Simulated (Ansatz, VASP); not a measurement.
# Two plane-wave programs on CsI

Contents of INCAR:

```
PREC = Accurate
ENCUT = 400
EDIFF = 1E-8
ISMEAR = -1
SIGMA = 0.01
LREAL = False
LASPH = True
NELM = 120
ALGO = Normal
ISIF = 2
LWAVE = False
LCHARG = False
GGA = CA
LEFG = True
NBANDS = 15
GGA_COMPAT = False
```

File KPOINTS:

```
Automatic mesh
0
Gamma
  7 7 7
```

The input POSCAR:

```
CsI
1.0
    4.5514266418      0.0000000000      0.0000000000
    0.0000000000      4.5514266418      0.0000000000
    0.0000000000      0.0000000000      4.5514266418
Cs I
1 1
Direct
    0.0000000000      0.0000000000      0.0000000000
    0.5000000000      0.5000000000      0.5000000000
```

Input for Ansatz:

```yaml
crystal:
  lattice:
    - [4.5514266418, 0.0, 0.0]
    - [0.0, 4.5514266418, 0.0]
    - [0.0, 0.0, 4.5514266418]
  atoms:
    - { symbol: Cs, position: [0.0, 0.0, 0.0] }
    - { symbol: I, position: [0.5, 0.5, 0.5] }
kpoints:
  mp_grid: { grid: [7, 7, 7] }
scf:
  occupations: { method: fermi_dirac, width: 0.01 }
hamiltonian:
  xc: lda
  pseudopotentials: { kind: paw }
output:
  forces: true
  stress: true
  eigenvalues: true
  efg: { contact_densities: true }
  write_density: true
  write_potential: true
  elf: true
  volumetric_format: npy
```

Change from the starting cell: volume scaled by 0.99, PAW files.

Alike in both runs: task electric field gradients; functional LDA; k mesh 7 × 7 × 7; occupations fermi-dirac, width 0.01 eV; no spin polarisation.

|  | VASP | Ansatz |
| --- | --- | --- |
| version | VASP 6.6.1 | Ansatz 0.2.0 |
| potentials or method | VASP PAW LDA potentials, release 64 (Cs_sv, I) | PAW with Ansatz's default frozen-core files, scalar-relativistic |
| plane-wave cutoff (eV) | 400 | 420 |
| valence electrons in the cell | 16 | 26 |

Ansatz gave:

* gap on the k mesh at the Fermi level (eV): 3.59
* pressure (GPa): -1.3

Estimate VASP's values.

gap on the k mesh at the Fermi level (eV): 3.60; pressure (GPa): -1.3.

LDA's correlation is that of Perdew and Zunger in VASP and of Perdew and Wang (1992) in Ansatz. VASP's potentials hold 16 valence electrons a cell and Ansatz's 26, so a difference there can come from the potentials and not from the codes.

Neither program's run includes spin-orbit coupling.
